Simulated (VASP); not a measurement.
# Ti (I4/mmm) in VASP: a series of runs

Ti is run at these levels: PBEsol; tasks: single point.

Everything below comes from runs of VASP 6.6.1. Logs are shortened: lines on timing, memory, paths and dates and some standing lists are left out, and cuts for length are marked.

## Step 1: The cell of the first run

Symmetry: I4/mmm, No. 139, tetragonal system. The conventional cell has a = 3.313 Å, b = 3.313 Å, c = 2.853 Å, α = 90.00°, β = 90.00°, γ = 90.00°. Ti (site symmetry 4/mmm) has 14 Ti at 2.74 to 3.31 Å within 3.6 Å.

## Step 2: Single point, PBEsol (volume 15.655 Å^3 an atom, c/a of the conventional cell 0.8612)

File INCAR:

```
SYSTEM = Ti
PREC = Accurate
ENCUT = 520
EDIFF = 1E-6
ISMEAR = 0
SIGMA = 0.15
LREAL = .FALSE.
LASPH = .TRUE.
NELM = 100
ALGO = Fast
ISIF = 2
LWAVE = .FALSE.
LCHARG = .FALSE.
GGA = PS
NBANDS = 12
```

File KPOINTS:

```
regular mesh
0
G
  22 22 22
  0 0 0
```

File POSCAR:

```
Ti
1.0
   -1.6563916016      1.6563916016      1.4264844473
    1.6563916016     -1.6563916016      1.4264844473
    1.6563916016      1.6563916016     -1.4264844473
Ti
1
Direct
    0.0000000000      0.0000000000      0.0000000000
```

Potentials or basis: VASP PAW PBE potentials, release 64 (Ti_sv).

On the command line:

```console
$ cat potpaw_PBE.64/Ti_sv/POTCAR > POTCAR
$ mpirun -np 1 vasp_std > vasp.out
```

OUTCAR:

```text
SYSTEM = Ti
   PREC = Accurate
   ENCUT = 520
   EDIFF = 1E-6
   ISMEAR = 0
   LREAL = .FALSE.
   LASPH = .TRUE.
   NELM = 100
   ISIF = 2
   GGA = PS

 ion  position               nearest neighbor table
   1  0.000  0.000  0.000-

  LATTYP: Found a body centered tetragonal cell.
 ALAT       =     3.3127832032
 C/A-ratio  =     0.8612000000

  Lattice vectors:

 A1 = (  -1.6563916016,   1.6563916016,   1.4264844473)
 A2 = (   1.6563916016,  -1.6563916016,   1.4264844473)
 A3 = (   1.6563916016,   1.6563916016,  -1.4264844473)

Analysis of symmetry for initial positions (statically):
=====================================================================
 Subroutine PRICEL returns:
 Original cell was already a primitive cell.

 Routine SETGRP: Setting up the symmetry group for a
 body centered tetragonal supercell.

 Subroutine GETGRP returns: Found 16 space group operations
 (whereof 16 operations were pure point group operations)
 out of a pool of 16 trial point group operations.

The static configuration has the point symmetry D_4h.

Analysis of symmetry for dynamics (positions and initial velocities):
=====================================================================
 Subroutine PRICEL returns:
 Original cell was already a primitive cell.

 Routine SETGRP: Setting up the symmetry group for a
 body centered tetragonal supercell.

 Subroutine GETGRP returns: Found 16 space group operations
 (whereof 16 operations were pure point group operations)
 out of a pool of 16 trial point group operations.

The dynamic configuration has the point symmetry D_4h.

 Subroutine INISYM returns: Found 16 space group operations
 (whereof 16 operations are pure point group operations),
 and found     1 'primitive' translations

----------------------------------------------------------------------------------------

                                     Primitive cell

  volume of cell :      15.6550

  direct lattice vectors                    reciprocal lattice vectors
    -1.656391602  1.656391602  1.426484447     0.000000000  0.301860985  0.350512058
     1.656391602 -1.656391602  1.426484447     0.301860985  0.000000000  0.350512058
     1.656391602  1.656391602 -1.426484447     0.301860985  0.301860985  0.000000000

  length of vectors
     2.742649112  2.742649112  2.742649112     0.462578380  0.462578380  0.426895899

  position of ions in fractional coordinates (direct lattice)
     0.000000000  0.000000000  0.000000000

  ion indices of the primitive-cell ions
   primitive index   ion index
                 1           1

----------------------------------------------------------------------------------------

 KPOINTS: regular mesh

Automatic generation of k-mesh.
 Grid dimensions read from file:
 generate k-points for:   22   22   22

 Generating k-lattice:

  Cartesian coordinates                     Fractional coordinates (reciprocal lattice)
     0.000000000  0.013720954  0.015932366     0.045454545  0.000000000 -0.000000000
     0.013720954  0.000000000  0.015932366     0.000000000  0.045454545 -0.000000000
     0.013720954  0.013720954  0.000000000     0.000000000  0.000000000  0.045454545

  Length of vectors
     0.021026290  0.021026290  0.019404359

  Shift w.r.t. Gamma in fractional coordinates (k-lattice)
     0.000000000  0.000000000  0.000000000

 Subroutine IBZKPT returns following result:
 ===========================================

 Found    834 irreducible k-points:

 Following reciprocal coordinates:
            Coordinates               Weight
  0.000000  0.000000  0.000000      1.000000
  0.045455  0.000000 -0.000000      8.000000
  0.090909  0.000000 -0.000000      8.000000
  0.136364  0.000000  0.000000      8.000000
  0.181818 -0.000000  0.000000      8.000000
  0.227273  0.000000 -0.000000      8.000000
[... 16 lines left out ...]
  0.500000  0.045455  0.000000     16.000000
 -0.454545  0.045455  0.000000     16.000000
 [... further k-points ...]
   k-points           NKPTS =    834   k-points in BZ     NKDIM =    834   number of bands    NBANDS=     12
   number of dos      NEDOS =    301   number of ions     NIONS =      1
   total plane-waves  NPLWV =   8000
   dimension x,y,z NGX =    20 NGY =   20 NGZ =   20
   dimension x,y,z NGXF=    40 NGYF=   40 NGZF=   40
   ions per type =               1
   NGX,Y,Z   is equivalent  to a cutoff of  12.12, 12.12, 12.12 a.u.
   NGXF,Y,Z  is equivalent  to a cutoff of  24.25, 24.25, 24.25 a.u.
 SYSTEM =  Ti
   PREC   = accura    normal or accurate (medium, high low for compatibility)
   ISTART =      0    job   : 0-new  1-cont  2-samecut
   ICHARG =      2    charge: 1-file 2-atom 10-const
   ISPIN  =      1    spin polarized calculation?
   LNONCOLLINEAR =      F non collinear calculations
   LSORBIT =      F    spin-orbit coupling
   LASPH  =      T    aspherical Exc in radial PAW
   ENCUT  =  520.0 eV  38.22 Ry    6.18 a.u.   5.10  5.10  5.10*2*pi/ulx,y,z
   NELM   =    100;   NELMIN=  2; NELMDL= -5     # of ELM steps
   EDIFF  = 0.1E-05   stopping-criterion for ELM
   LREAL  =      F    real-space projection
   EDIFFG = 0.1E-04   stopping-criterion for IOM
   NSW    =      0    number of steps for IOM
   IBRION =     -1    ionic relax: 0-MD 1-quasi-New 2-CG
   NFREE  =      0    steps in history (QN), initial steepest desc. (CG)
   ISIF   =      2    stress and relaxation
   ISYM   =      2    0-nonsym 1-usesym 2-fastsym
   POTIM  = 0.5000    time-step for ionic-motion
   TEBEG  =    0.0;   TEEND  =   0.0 temperature during run
   PSTRESS=    0.0 pullay stress
   NELECT =      12.0000    total number of electrons
   NUPDOWN=      -1.0000    fix difference up-down
   EMIN   =  10.00;   EMAX   =-10.00  energy-range for DOS
   EFERMI =   0.00;   METHOD = LEGACY
   ISMEAR =     0;   SIGMA  =   0.15  broadening in eV -4-tet -1-fermi 0-gaus
   EFERMI_NEDOS =   21; number of points for ismear=-14 and -15
   IALGO  =     68    algorithm
   IMIX   =      4    mixing-type and parameters
     AMIX     =   0.40;   BMIX     =  1.00
     AMIX_MAG =   1.60;   BMIX_MAG =  1.00
  volume/ion in A,a.u.               =      15.66       105.65
  Fermi-wavevector in a.u.,A,eV,Ry     =   1.498250  2.831282 30.541711  2.244752
  Thomas-Fermi vector in A             =   2.610033
   LORBIT       =      0    0 simple, 1 ext, 2 COOP (PROOUT), +10 PAW based schemes
   GGA     = PS    functional components
   LHFCALC =     F    Hartree Fock is set to
   AEXX    =    0.0000 exact exchange contribution
   IVDW    =     0    specifies the selected vdW correction
   LEPSILON=     F    determine dielectric tensor
   LRPA    =     F    only Hartree local field effects (RPA)
 non-spin polarized calculation
 RMM-DIIS sequential band-by-band and
 Gauss-broadening in eV      SIGMA  =   0.15
  energy-cutoff  :      520.00
  volume of cell :       15.66
 maximum number of plane-waves:       438
   NGX = 11   NGY = 11   NGZ = 11

 number of electron      12.0000001 magnetization

 Free energy of the ion-electron system (eV)
  ---------------------------------------------------
  ext. energy  EPLUGINS =         0.00000000
  ---------------------------------------------------
  free energy    TOTEN  =        -8.24514562 eV

  energy without entropy =       -8.22529825  energy(sigma->0) =       -8.23522194

 E-fermi :   9.1274     XC(G=0): -12.1334

 val. band max:        9.1266297613   @ k =  -0.4091   0.1364   0.0909
 cond. band min:       9.1286084243   @ k =   0.1818   0.1364   0.0455
 fundamental gap:      0.0019786630
 Fermi energy:         9.1273638366

 k-point     1 :       0.0000    0.0000    0.0000
  band No.  band energies     occupation
      1     -47.0417      2.00000
      2     -22.8531      2.00000
      3     -22.8531      2.00000
      4     -22.8164      2.00000
      5       2.9213      2.00000
      6       9.3730      0.02058
      7      10.7132      0.00000
      8      10.7132      0.00000
      9      11.2020      0.00000
     10      12.7490      0.00000
     11      26.3617      0.00000
     12      26.3617      0.00000

 k-point     2 :       0.0455    0.0000   -0.0000
  band No.  band energies     occupation
      1     -47.0373      2.00000
      2     -22.8644      2.00000
      3     -22.8593      2.00000
      4     -22.8278      2.00000
      5       3.0053      2.00000
      6       9.3938      0.01201
      7      10.6856      0.00000
      8      10.7018      0.00000
      9      11.2193      0.00000
     10      12.7074      0.00000
     11      26.4009      0.00000
     12      26.4585      0.00000

 k-point     3 :       0.0909    0.0000   -0.0000
  band No.  band energies     occupation
      1     -47.0243      2.00000
      2     -22.9158      2.00000
      3     -22.8774      2.00000
      4     -22.8424      2.00000
      5       3.2523      2.00000
      6       9.4309      0.00422
      7      10.5817      0.00000
      8      10.6982      0.00000
      9      11.2914      0.00000
     10      12.5995      0.00000
     11      26.4810      0.00000
     12      26.7350      0.00000
[... 286 lines left out ...]
 k-point    23 :       0.5000    0.0455    0.0000
  band No.  band energies     occupation
      1     -46.8188      2.00000
      2     -23.7911      2.00000
      3     -23.1553      2.00000
      4     -22.9336      2.00000
      5       6.3826      2.00000
      6       8.1563      2.00000
      7      10.8824      0.00000
      8      12.0666      0.00000
      9      13.2892      0.00000
     10      13.9533      0.00000
     11      19.6222      0.00000
     12      22.8402      0.00000

 k-point    24 :      -0.4545    0.0455    0.0000
  band No.  band energies     occupation
      1     -46.8287      2.00000
      2     -23.7508      2.00000
      3     -23.1442      2.00000
      4     -22.9284      2.00000
      5       6.3651      2.00000
      6       8.2272      2.00000
      7      10.5568      0.00000
      8      12.0851      0.00000
      9      13.1073      0.00000
     10      13.7405      0.00000
     11      20.2029      0.00000
     12      23.0834      0.00000

 [... further k-points ...]
[... 5 lines left out ...]
  --------------------------------------------------------------------------------------
  -------------------------------------------------------------------------------------
  Total        0.6442339      0.6442339      0.6292710      0.0000000      0.0000000      0.0000000
  in kB       65.9327333     65.9327333     64.4013907      0.0000000      0.0000000      0.0000000
  external PRESSURE =      65.4222858 kB  Pullay stress =       0.0000000 kB

 VOLUME and BASIS-vectors are now :
 -----------------------------------------------------------------------------
  energy-cutoff  :      520.00
  volume of cell :       15.66
      direct lattice vectors                 reciprocal lattice vectors
    -1.656391602  1.656391602  1.426484447     0.000000000  0.301860985  0.350512058
     1.656391602 -1.656391602  1.426484447     0.301860985  0.000000000  0.350512058
     1.656391602  1.656391602 -1.426484447     0.301860985  0.301860985  0.000000000

 POSITION                                       TOTAL-FORCE (eV/Angst)
 -----------------------------------------------------------------------------------
      0.00000      0.00000      0.00000        -0.000000     -0.000000      0.000000
 -----------------------------------------------------------------------------------
    total drift:                                0.000000     -0.000000      0.000000

  FREE ENERGIE OF THE ION-ELECTRON SYSTEM (eV)
  ---------------------------------------------------
  free  energy   TOTEN  =        -8.2451456248 eV

  energy  without entropy=       -8.2252982456  energy(sigma->0) =       -8.23522194
```

It took 85 s on 1 thread of Intel Xeon 6975P-C (Granite Rapids), shared host; peak memory 0.26 GiB.

Results:

| Property | Result |
| --- | --- |
| Free energy | -8.2451 eV |
| Pressure | 6.5 GPa |
| Band gap on the k mesh | zero (band 6 reaches 10.06 eV, above the bottom of band 7 at 8.46 eV) |

Caveat: the PAW data sets were made with another functional, which shifts forces and pressure a little.

## Step 3: Single point, PBEsol (volume 15.655 Å^3 an atom, c/a of the conventional cell 1.1612)

File INCAR:

```
PREC = Accurate
ENCUT = 520
EDIFF = 1E-6
ISMEAR = 0
SIGMA = 0.15
LREAL = F
LASPH = T
NELM = 100
ALGO = Fast
ISIF = 2
LWAVE = F
LCHARG = T
GGA = PS
LELF = T
LVHAR = T
NBANDS = 12
```

File KPOINTS:

```
regular mesh
0
Gamma
  22 22 22
```

File POSCAR:

```
Ti
1.0
   -1.4993235107      1.4993235107      1.7410144606
    1.4993235107     -1.4993235107      1.7410144606
    1.4993235107      1.4993235107     -1.7410144606
Ti
1
Direct
    0.0000000000      0.0000000000      0.0000000000
```

Potentials or basis: VASP PAW PBE potentials, release 64 (Ti_sv).

On the command line:

```console
$ cat potpaw_PBE.64/Ti_sv/POTCAR > POTCAR
$ mpirun -np 1 vasp_std > vasp.out
```

OUTCAR:

```text
PREC = Accurate
   ENCUT = 520
   EDIFF = 1E-6
   ISMEAR = 0
   LREAL = F
   LASPH = T
   NELM = 100
   ISIF = 2
   GGA = PS

 ion  position               nearest neighbor table
   1  0.000  0.000  0.000-

  LATTYP: Found a body centered tetragonal cell.
 ALAT       =     2.9986470214
 C/A-ratio  =     1.1612000000

  Lattice vectors:

 A1 = (  -1.4993235107,   1.4993235107,   1.7410144606)
 A2 = (   1.4993235107,  -1.4993235107,   1.7410144606)
 A3 = (   1.4993235107,   1.4993235107,  -1.7410144606)

Analysis of symmetry for initial positions (statically):
=====================================================================
 Subroutine PRICEL returns:
 Original cell was already a primitive cell.

 Routine SETGRP: Setting up the symmetry group for a
 body centered tetragonal supercell.

 Subroutine GETGRP returns: Found 16 space group operations
 (whereof 16 operations were pure point group operations)
 out of a pool of 16 trial point group operations.

The static configuration has the point symmetry D_4h.

Analysis of symmetry for dynamics (positions and initial velocities):
=====================================================================
 Subroutine PRICEL returns:
 Original cell was already a primitive cell.

 Routine SETGRP: Setting up the symmetry group for a
 body centered tetragonal supercell.

 Subroutine GETGRP returns: Found 16 space group operations
 (whereof 16 operations were pure point group operations)
 out of a pool of 16 trial point group operations.

The dynamic configuration has the point symmetry D_4h.

 Subroutine INISYM returns: Found 16 space group operations
 (whereof 16 operations are pure point group operations),
 and found     1 'primitive' translations

----------------------------------------------------------------------------------------

                                     Primitive cell

  volume of cell :      15.6550
[... 113 lines left out ...]
   LHFCALC =     F    Hartree Fock is set to
   AEXX    =    0.0000 exact exchange contribution
   IVDW    =     0    specifies the selected vdW correction
   LEPSILON=     F    determine dielectric tensor
   LRPA    =     F    only Hartree local field effects (RPA)
 non-spin polarized calculation
 RMM-DIIS sequential band-by-band and
 Gauss-broadening in eV      SIGMA  =   0.15
  energy-cutoff  :      520.00
  volume of cell :       15.66
 maximum number of plane-waves:       436
   NGX = 11   NGY = 11   NGZ = 11

 number of electron      12.0000004 magnetization

 Free energy of the ion-electron system (eV)
  ---------------------------------------------------
  ext. energy  EPLUGINS =         0.00000000
  ---------------------------------------------------
  free energy    TOTEN  =        -8.24070459 eV

  energy without entropy =       -8.21710875  energy(sigma->0) =       -8.22890667

 E-fermi :   9.1463     XC(G=0): -12.1388

 val. band max:        9.1459324435   @ k =   0.2727   0.0455   0.0455
 cond. band min:       9.1468765821   @ k =  -0.1364  -0.4545   0.0455
 fundamental gap:      0.0009441386
 Fermi energy:         9.1463407791

 k-point     1 :       0.0000    0.0000    0.0000
  band No.  band energies     occupation
      1     -47.0564      2.00000
      2     -22.8643      2.00000
      3     -22.8643      2.00000
      4     -22.8553      2.00000
      5       2.9158      2.00000
      6       9.9060      0.00000
      7       9.9060      0.00000
      8      10.9656      0.00000
      9      11.3435      0.00000
     10      12.5521      0.00000
     11      25.7667      0.00000
     12      28.3102      0.00000
[... 331 lines left out ...]
 k-point    24 :      -0.4545    0.0455    0.0000
  band No.  band energies     occupation
      1     -46.8677      2.00000
      2     -23.7737      2.00000
      3     -23.0937      2.00000
      4     -22.8841      2.00000
      5       6.3809      2.00000
      6       9.1340      1.09288
      7       9.9228      0.00000
      8      11.2733      0.00000
      9      12.8197      0.00000
     10      13.6203      0.00000
     11      19.2102      0.00000
     12      23.9695      0.00000

 [... further k-points ...]

------------------------ aborting loop because EDIFF is reached ----------------------------------------

  FORCE on cell =-STRESS in cart. coord.  units (eV):
  Direction    XX          YY          ZZ          XY          YZ          ZX
  --------------------------------------------------------------------------------------
  -------------------------------------------------------------------------------------
  Total        0.6037462      0.6037462      0.8234465      0.0000000     -0.0000000      0.0000000
  in kB       61.7891112     61.7891112     84.2738648      0.0000000     -0.0000000      0.0000000
  external PRESSURE =      69.2840291 kB  Pullay stress =       0.0000000 kB

 VOLUME and BASIS-vectors are now :
 -----------------------------------------------------------------------------
  energy-cutoff  :      520.00
  volume of cell :       15.66
      direct lattice vectors                 reciprocal lattice vectors
    -1.499323511  1.499323511  1.741014461     0.000000000  0.333483732  0.287188884
     1.499323511 -1.499323511  1.741014461     0.333483732  0.000000000  0.287188884
     1.499323511  1.499323511 -1.741014461     0.333483732  0.333483732  0.000000000

 POSITION                                       TOTAL-FORCE (eV/Angst)
 -----------------------------------------------------------------------------------
      0.00000      0.00000      0.00000         0.000000      0.000000      0.000000
 -----------------------------------------------------------------------------------
    total drift:                                0.000000     -0.000000     -0.000000

  FREE ENERGIE OF THE ION-ELECTRON SYSTEM (eV)
  ---------------------------------------------------
  free  energy   TOTEN  =        -8.2407045894 eV

  energy  without entropy=       -8.2171087538  energy(sigma->0) =       -8.22890667
```

stdout:

```text
POSCAR found type information on POSCAR Ti
 POSCAR found :  1 types and       1 ions
 scaLAPACK will be used
 -----------------------------------------------------------------------------
|                                                                             |
|                                                                             |
|     You enforced a specific xc type in the INCAR file but a different       |
[... 19 lines left out ...]
WARNING in EDDRMM: call to ZHEGV failed, returncode =   6  3      5
WARNING in EDDRMM: call to ZHEGV failed, returncode =   6  3     10
WARNING in EDDRMM: call to ZHEGV failed, returncode =   6  3     12
WARNING in EDDRMM: call to ZHEGV failed, returncode =   8  4     12
WARNING in EDDRMM: call to ZHEGV failed, returncode =   6  3      6
WARNING in EDDRMM: call to ZHEGV failed, returncode =   8  4     11
WARNING in EDDRMM: call to ZHEGV failed, returncode =   6  3      8
```

Wall time 99 s (1 thread of Intel Xeon 6975P-C (Granite Rapids), shared host); peak memory 0.26 GiB.

Results:

| Quantity | Value |
| --- | --- |
| Free energy | -8.2407 eV |
| Pressure | 6.9 GPa |
| Band gap on the k mesh | zero (band 6 reaches 10.18 eV, above the bottom of band 7 at 8.46 eV) |

Stress tensor (GPa, compression positive):
```
6.18 0.00 0.00
0.00 6.18 0.00
0.00 0.00 8.43
```

Levels at points of the mesh, in eV from the Fermi level:
```tsv
k point	band 2	band 3	band 4	band 5	band 6	band 7	band 8	band 9	band 10	band 11
(0.00, 0.00, 0.00)	-32.01	-32.01	-32.00	-6.23	0.76	0.76	1.82	2.20	3.41	16.62
(0.50, 0.00, 0.00)	-32.96	-32.24	-32.02	-2.77	-0.05	1.16	2.07	3.67	4.60	9.59
(0.50, 0.50, 0.00)	-32.92	-32.35	-32.12	-2.86	-1.42	2.24	3.78	3.85	4.85	10.73
(0.50, 0.50, 0.50)	-32.80	-32.53	-32.53	-2.76	-2.30	4.20	4.48	4.48	6.44	10.69
```

Caveat: the PAW data sets were made with another functional, which shifts forces and pressure a little.

(Part 1 of 2 ends here.)
